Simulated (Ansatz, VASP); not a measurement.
SrCl2: VASP beside Ansatz

```
CELL_PARAMETERS angstrom
0.00000 3.45065 3.48550
3.52035 0.00000 3.48550
3.52035 3.45065 0.00000
ATOMIC_POSITIONS crystal
Sr 0.00000 0.00000 0.00000
Cl 0.25000 0.25000 0.25000
Cl 0.75000 0.75000 0.75000
```

Change from the starting cell: strain +0.0100 x Voigt [1, -1, 0, 0, 0, 0], atoms carried along.

Alike in both runs: task single point; functional r2SCAN; k mesh 6 × 6 × 6; occupations gaussian, width 0.05 eV; no spin polarisation.

```csv
,VASP,Ansatz
version,VASP 6.6.1,Ansatz 0.2.0
potentials or method,"VASP PAW PBE potentials, release 64 (Sr_sv, Cl), cutoff 520 eV","scalar-relativistic, plane waves, PAW"
valence electrons in the cell,24,24
```

```tsv
	VASP	Ansatz	Ansatz less VASP
gap on the k mesh at the Fermi level (eV)	5.90	5.90	0.000
least direct gap on the mesh (eV)	5.92	5.92	-0.001
pressure (GPa)	0.4	0.4	-0.04
traceless stress, the component that is largest in VASP (GPa)	0.55	0.56	+0.003
```

VASP's potentials were made for PBE, not for r2SCAN.
